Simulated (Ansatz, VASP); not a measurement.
## One calculation of C, two programs

```xyz
2
Lattice="0.0000 1.7859 1.7859 1.7859 0.0000 1.7859 1.7859 1.7859 0.0000" Properties=species:S:1:pos:R:3 pbc="T T T"
C     0.0000    0.0000    0.0000
C     0.8929    0.8929    0.8929
```

Alike in both runs: task single point; functional PBE; k mesh 8 × 8 × 8; occupations fermi-dirac, width 0.0612256 eV; no spin polarisation.

```csv
,VASP,Ansatz
version,VASP 6.6.1,Ansatz 0.2 development build
potentials or method,"VASP PAW PBE potentials, release 64 (C), cutoff 600 eV","all-electron full-potential LAPW, scalar-relativistic"
```

VASP gave:

| Item | Value |
| --- | --- |
| gap on the k mesh at the Fermi level (eV) | 4.12 |
| pressure (GPa) | -0.1 |

**Question.** Which values does Ansatz return?

**Answer.** gap on the k mesh at the Fermi level (eV): 4.13; pressure (GPa): -0.1.

Ansatz ran all-electron here, and VASP with PAW potentials.
